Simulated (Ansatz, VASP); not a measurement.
One calculation of W4C5, two programs

```
C W
1.0
     2.92177    0.00000    0.00000
    -1.46089    2.53033    0.00000
     0.00000    0.00000   16.38831
C W
5 4
Cartesian
  1.4609 0.8434 2.5000
  1.4609 0.8434 5.3471
  1.4609 0.8434 8.1942
  1.4609 0.8434 11.0412
  1.4609 0.8434 13.8883
  0.0000 0.0000 3.9235
  0.0000 0.0000 6.7706
  0.0000 0.0000 9.6177
  0.0000 0.0000 12.4648
```

Alike in both runs: task single point; functional PBE; k mesh 12 × 12 × 1; occupations gaussian, width 0.1 eV; no spin polarisation.

|  | VASP | Ansatz |
| --- | --- | --- |
| version | VASP 6.6.1 | Ansatz 0.2.0 |
| potentials or method | VASP PAW PBE potentials, release 64 (C, W_sv), cutoff 520 eV | scalar-relativistic, plane waves, PAW |
| valence electrons in the cell | 76 | 76 |

Ansatz gave:

```
gap on the k mesh at the Fermi level (eV) : none
rms of the force components (eV/Å)        : 1.967
```

Which values does VASP return?

gap on the k mesh at the Fermi level (eV): none; rms of the force components (eV/Å): 1.962.

A gap of «none» marks a metal or a gap that the smearing closes. The functional is the same, so the differences come from potentials, cutoffs and numerics.

Neither program's run includes spin-orbit coupling.
